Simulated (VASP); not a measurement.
# As (P-3m1) in VASP: single point with PBE

Aim: the single point of As with PBE.

Everything below comes from runs of VASP 6.6.1. Logs are shortened: lines on timing, memory, paths and dates and some standing lists are left out, and cuts for length are marked.

### Step 1. The cell of the first run

It takes space group P-3m1 (No. 164, trigonal). Conventional cell: a = 3.608 Å, b = 3.608 Å, c = 12.029 Å, α = 90.00°, β = 90.00°, γ = 120.00°. Within 3.3 Å of As (site symmetry 3m) lie 3 As at 2.50 Å. Within 3.3 Å of As (site symmetry 3m) lie 3 As at 2.50 Å.

The cell was built from a structure type or drawn by symmetry, and may not be a known phase.

### Step 2. Single point, PBE

The input, INCAR:

```
PREC = Accurate
ENCUT = 520
EDIFF = 1E-6
ISMEAR = 0
SIGMA = 0.1
LREAL = False
LASPH = True
NELM = 100
ALGO = Normal
ISIF = 2
LWAVE = False
LCHARG = False
GGA = PE
NBANDS = 18
```

The input, KPOINTS:

```
Automatic mesh
0
Gamma
  6 6 2
```

The input, POSCAR:

```
As
1.0
    3.6082790000      0.0000000000      0.0000000000
   -1.8041395000      3.1248613000      0.0000000000
    0.0000000000      0.0000000000     12.0291921000
As
4
Direct
    0.0000000000      0.0000000000      0.7996660000
    0.0000000000      0.0000000000      0.2003340000
    0.3333333000      0.6666667000      0.6840660000
    0.6666667000      0.3333333000      0.3159340000
```

Potentials or basis: VASP PAW PBE potentials, release 64 (As).

Launch:

```
$ cat potpaw_PBE.64/As/POTCAR > POTCAR
$ mpirun -np 1 vasp_std > vasp.out
```

OUTCAR:

```text
PREC = Accurate
   ENCUT = 520
   EDIFF = 1E-6
   ISMEAR = 0
   LREAL = False
   LASPH = True
   NELM = 100
   ISIF = 2
   GGA = PE

 ion  position               nearest neighbor table
   1  0.000  0.000  0.800-   3 2.50   3 2.50   3 2.50
   2  0.000  0.000  0.200-   4 2.50   4 2.50   4 2.50
   3  0.333  0.667  0.684-   1 2.50   1 2.50   1 2.50
   4  0.667  0.333  0.316-   2 2.50   2 2.50   2 2.50

  LATTYP: Found a hexagonal cell.
 ALAT       =     3.6082790000
 C/A-ratio  =     3.3337754924

  Lattice vectors:

 A1 = (   3.6082790000,   0.0000000000,   0.0000000000)
 A2 = (  -1.8041395000,   3.1248613000,   0.0000000000)
 A3 = (   0.0000000000,   0.0000000000,  12.0291921000)

Analysis of symmetry for initial positions (statically):
=====================================================================
 Subroutine PRICEL returns:
 Original cell was already a primitive cell.

 Routine SETGRP: Setting up the symmetry group for a
 hexagonal supercell.

 Subroutine GETGRP returns: Found 12 space group operations
 (whereof 12 operations were pure point group operations)
 out of a pool of 24 trial point group operations.

The static configuration has the point symmetry D_3d.

Analysis of symmetry for dynamics (positions and initial velocities):
=====================================================================
 Subroutine PRICEL returns:
 Original cell was already a primitive cell.

 Routine SETGRP: Setting up the symmetry group for a
 hexagonal supercell.

 Subroutine GETGRP returns: Found 12 space group operations
 (whereof 12 operations were pure point group operations)
 out of a pool of 24 trial point group operations.

The dynamic configuration has the point symmetry D_3d.

 Subroutine INISYM returns: Found 12 space group operations
 (whereof 12 operations are pure point group operations),
 and found     1 'primitive' translations

----------------------------------------------------------------------------------------

                                     Primitive cell

  volume of cell :     135.6336

  direct lattice vectors                    reciprocal lattice vectors
     3.608279000  0.000000000  0.000000000     0.277140432  0.160007102  0.000000000
    -1.804139500  3.124861300  0.000000000     0.000000000  0.320014204  0.000000000
     0.000000000  0.000000000 12.029192100     0.000000000  0.000000000  0.083131102

  length of vectors
     3.608279000  3.608279019 12.029192100     0.320014205  0.320014204  0.083131102

  position of ions in fractional coordinates (direct lattice)
     0.000000000  0.000000000  0.799666000
     0.000000000  0.000000000  0.200334000
     0.333333300  0.666666700  0.684066000
     0.666666700  0.333333300  0.315934000

  ion indices of the primitive-cell ions
   primitive index   ion index
                 1           1
                 2           2
                 3           3
                 4           4

----------------------------------------------------------------------------------------

 KPOINTS: Automatic mesh

Automatic generation of k-mesh.
 Grid dimensions read from file:
 generate k-points for:    6    6    2

 Generating k-lattice:

  Cartesian coordinates                     Fractional coordinates (reciprocal lattice)
     0.046190072  0.026667850  0.000000000     0.166666667  0.000000000  0.000000000
     0.000000000  0.053335701  0.000000000     0.000000000  0.166666667  0.000000000
     0.000000000  0.000000000  0.041565551     0.000000000  0.000000000  0.500000000

  Length of vectors
     0.053335701  0.053335701  0.041565551

  Shift w.r.t. Gamma in fractional coordinates (k-lattice)
     0.000000000  0.000000000  0.000000000

 Subroutine IBZKPT returns following result:
 ===========================================

 Found     14 irreducible k-points:

 Following reciprocal coordinates:
            Coordinates               Weight
  0.000000  0.000000  0.000000      1.000000
  0.166667 -0.000000  0.000000      6.000000
  0.333333 -0.000000  0.000000      6.000000
  0.500000 -0.000000  0.000000      3.000000
  0.166667  0.166667  0.000000      6.000000
  0.333333  0.166667  0.000000     12.000000
  0.333333  0.333333  0.000000      2.000000
  0.000000  0.000000  0.500000      1.000000
  0.166667 -0.000000  0.500000      6.000000
  0.333333 -0.000000  0.500000      6.000000
  0.500000 -0.000000  0.500000      3.000000
  0.166667  0.166667  0.500000      6.000000
  0.333333  0.166667  0.500000     12.000000
  0.333333  0.333333  0.500000      2.000000
   k-points           NKPTS =     14   k-points in BZ     NKDIM =     14   number of bands    NBANDS=     18
   number of dos      NEDOS =    301   number of ions     NIONS =      4
   total plane-waves  NPLWV =  70560
   dimension x,y,z NGX =    28 NGY =   28 NGZ =   90
   dimension x,y,z NGXF=    56 NGYF=   56 NGZF=  180
   ions per type =               4
   NGX,Y,Z   is equivalent  to a cutoff of  12.90, 12.90, 12.44 a.u.
   NGXF,Y,Z  is equivalent  to a cutoff of  25.80, 25.80, 24.88 a.u.
 SYSTEM =  unknown system
   PREC   = accura    normal or accurate (medium, high low for compatibility)
   ISTART =      0    job   : 0-new  1-cont  2-samecut
   ICHARG =      2    charge: 1-file 2-atom 10-const
   ISPIN  =      1    spin polarized calculation?
   LNONCOLLINEAR =      F non collinear calculations
   LSORBIT =      F    spin-orbit coupling
   LASPH  =      T    aspherical Exc in radial PAW
   ENCUT  =  520.0 eV  38.22 Ry    6.18 a.u.   6.71  6.71 22.37*2*pi/ulx,y,z
   NELM   =    100;   NELMIN=  2; NELMDL= -5     # of ELM steps
   EDIFF  = 0.1E-05   stopping-criterion for ELM
   LREAL  =      F    real-space projection
   EDIFFG = 0.1E-04   stopping-criterion for IOM
   NSW    =      0    number of steps for IOM
   IBRION =     -1    ionic relax: 0-MD 1-quasi-New 2-CG
   NFREE  =      0    steps in history (QN), initial steepest desc. (CG)
   ISIF   =      2    stress and relaxation
   ISYM   =      2    0-nonsym 1-usesym 2-fastsym
   POTIM  = 0.5000    time-step for ionic-motion
   TEBEG  =    0.0;   TEEND  =   0.0 temperature during run
   PSTRESS=    0.0 pullay stress
   NELECT =      20.0000    total number of electrons
   NUPDOWN=      -1.0000    fix difference up-down
   EMIN   =  10.00;   EMAX   =-10.00  energy-range for DOS
   EFERMI =   0.00;   METHOD = LEGACY
   ISMEAR =     0;   SIGMA  =   0.10  broadening in eV -4-tet -1-fermi 0-gaus
   EFERMI_NEDOS =   21; number of points for ismear=-14 and -15
   IALGO  =     38    algorithm
   IMIX   =      4    mixing-type and parameters
     AMIX     =   0.40;   BMIX     =  1.00
     AMIX_MAG =   1.60;   BMIX_MAG =  1.00
  volume/ion in A,a.u.               =      33.91       228.83
  Fermi-wavevector in a.u.,A,eV,Ry     =   0.864893  1.634411 10.177701  0.748040
  Thomas-Fermi vector in A             =   1.983057
   LORBIT       =      0    0 simple, 1 ext, 2 COOP (PROOUT), +10 PAW based schemes
   GGA     = PE    functional components
   LHFCALC =     F    Hartree Fock is set to
   AEXX    =    0.0000 exact exchange contribution
   IVDW    =     0    specifies the selected vdW correction
   LEPSILON=     F    determine dielectric tensor
   LRPA    =     F    only Hartree local field effects (RPA)
 non-spin polarized calculation
 Gauss-broadening in eV      SIGMA  =   0.10
  energy-cutoff  :      520.00
  volume of cell :      135.63
 maximum number of plane-waves:      3669
 NGX is ok and might be reduce to    28
   NGX = 13   NGY = 13   NGZ = 45

 number of electron      20.0000002 magnetization

 Free energy of the ion-electron system (eV)
  ---------------------------------------------------
  ext. energy  EPLUGINS =         0.00000000
  ---------------------------------------------------
  free energy    TOTEN  =       -18.62858571 eV

  energy without entropy =      -18.62858571  energy(sigma->0) =      -18.62858571

 E-fermi :   1.3948     XC(G=0):  -7.4985

 val. band max:        0.9058182745   @ k =   0.1667  -0.0000   0.0000
 cond. band min:       2.3021885203   @ k =   0.3333  -0.0000   0.0000
 fundamental gap:      1.3963702458
 Fermi energy:         1.3947753052

 k-point     1 :       0.0000    0.0000    0.0000
  band No.  band energies     occupation
      1     -12.6008      2.00000
      2     -12.5865      2.00000
      3      -6.3581      2.00000
      4      -6.1917      2.00000
      5      -0.1094      2.00000
      6       0.8515      2.00000
[... 10 lines left out ...]
     17       6.4875      0.00000
     18       7.9429      0.00000

 k-point     2 :       0.1667   -0.0000    0.0000
  band No.  band energies     occupation
      1     -12.2359      2.00000
      2     -12.2218      2.00000
      3      -6.3445      2.00000
      4      -6.2125      2.00000
      5      -1.4011      2.00000
      6      -1.2927      2.00000
[... 10 lines left out ...]
     17       6.9349      0.00000
     18       7.8778      0.00000

 k-point     3 :       0.3333   -0.0000    0.0000
  band No.  band energies     occupation
      1     -11.2028      2.00000
      2     -11.1897      2.00000
      3      -7.0514      2.00000
      4      -7.0117      2.00000
      5      -2.8145      2.00000
      6      -2.6499      2.00000
[... 10 lines left out ...]
     17       7.5068      0.00000
     18       7.7148      0.00000

 k-point     4 :       0.5000   -0.0000    0.0000
  band No.  band energies     occupation
      1     -10.1738      2.00000
      2     -10.1701      2.00000
      3      -8.2372      2.00000
      4      -8.2304      2.00000
      5      -2.5595      2.00000
      6      -2.4757      2.00000
[... 165 lines left out ...]
      4      -6.6418      2.00000
      5      -2.3620      2.00000
      6      -2.3159      2.00000
[... 10 lines left out ...]
     17       7.4579      0.00000
     18       7.5682      0.00000

 k-point    13 :       0.3333    0.1667    0.5000
  band No.  band energies     occupation
      1     -10.2883      2.00000
      2     -10.2855      2.00000
      3      -7.9354      2.00000
      4      -7.9242      2.00000
      5      -2.7728      2.00000
      6      -2.7379      2.00000
[... 10 lines left out ...]
     17       7.7310      0.00000
     18       7.9872      0.00000

 k-point    14 :       0.3333    0.3333    0.5000
  band No.  band energies     occupation
      1      -9.0683      2.00000
      2      -9.0644      2.00000
      3      -9.0644      2.00000
      4      -9.0583      2.00000
      5      -3.4840      2.00000
      6      -3.4840      2.00000
[... 10 lines left out ...]
     17       8.8347      0.00000
     18       8.8347      0.00000

------------------------ aborting loop because EDIFF is reached ----------------------------------------

  FORCE on cell =-STRESS in cart. coord.  units (eV):
  Direction    XX          YY          ZZ          XY          YZ          ZX
  --------------------------------------------------------------------------------------
  -------------------------------------------------------------------------------------
  Total        0.3064139      0.3064139      0.1515698     -0.0000000      0.0000000      0.0000000
  in kB        3.6195258      3.6195259      1.7904245     -0.0000000      0.0000000      0.0000000
  external PRESSURE =       3.0098254 kB  Pullay stress =       0.0000000 kB

 VOLUME and BASIS-vectors are now :
 -----------------------------------------------------------------------------
  energy-cutoff  :      520.00
  volume of cell :      135.63
      direct lattice vectors                 reciprocal lattice vectors
     3.608279000  0.000000000  0.000000000     0.277140432  0.160007102  0.000000000
    -1.804139500  3.124861300  0.000000000     0.000000000  0.320014204  0.000000000
     0.000000000  0.000000000 12.029192100     0.000000000  0.000000000  0.083131102

 POSITION                                       TOTAL-FORCE (eV/Angst)
 -----------------------------------------------------------------------------------
      0.00000      0.00000      9.61934         0.000000     -0.000000      0.050888
      0.00000      0.00000      2.40986         0.000000      0.000000     -0.050888
     -0.00000      2.08324      8.22876        -0.000000      0.000000     -0.051265
      1.80414      1.04162      3.80043         0.000000     -0.000000      0.051265
 -----------------------------------------------------------------------------------
    total drift:                               -0.000000      0.000000     -0.000000

  FREE ENERGIE OF THE ION-ELECTRON SYSTEM (eV)
  ---------------------------------------------------
  free  energy   TOTEN  =       -18.6285857070 eV

  energy  without entropy=      -18.6285857070  energy(sigma->0) =      -18.62858571
```

Wall time 42 s (1 thread of AMD EPYC 7R43 (Zen 3), shared host); peak memory 0.2 GiB.

What came out:

* Free energy: -18.6286 eV
* Pressure: 0.3 GPa
* Largest force: 0.051 eV/Å
* Band gap on the k mesh: 1.40 eV (least direct gap 1.70 eV)

Forces in eV/Å, atoms in the order of the input:
```
As   0.000  0.000  0.051
As   0.000  0.000 -0.051
As   0.000  0.000 -0.051
As   0.000  0.000  0.051
```

Caveat: this functional lacks dispersion, which binds the layers, so the pressure and a relaxed spacing across them are unreliable. A k mesh can miss the band edges.
